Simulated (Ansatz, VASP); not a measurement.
## Ta4C3 in VASP and in Ansatz

```
Ta C
1.0
     4.35454    0.00000    0.00000
     0.00000    4.35454    0.00000
     0.00000    0.00000    4.35454
Ta C
4 3
Direct
  0.00000 0.00000 0.00000
  0.50000 0.50000 0.00000
  0.50000 0.00000 0.50000
  0.00000 0.50000 0.50000
  0.00000 0.00000 0.50000
  0.00000 0.50000 0.00000
  0.50000 0.00000 0.00000
```

Change from the starting cell: volume scaled by 0.94.

Alike in both runs: task single point; functional PBEsol; k mesh 6 × 6 × 6; occupations fermi-dirac, width 0.05 eV; no spin polarisation.

|  | VASP | Ansatz |
| --- | --- | --- |
| version | VASP 6.6.1 | Ansatz 0.2.0 |
| potentials or method | VASP PAW PBE potentials, release 64 (Ta_pv, C), cutoff 520 eV | all-electron LAPW, scalar-relativistic |

|  | VASP | Ansatz | Ansatz less VASP |
| --- | --- | --- | --- |
| gap on the k mesh at the Fermi level (eV) | none | none | - |
| pressure (GPa) | 11.7 | 10.6 | -1.13 |

VASP's potentials were made for PBE, not for PBEsol. A gap of «none» marks a metal or a gap that the smearing closes. Ansatz ran all-electron here, and VASP with PAW potentials.

Spin-orbit coupling is off throughout.
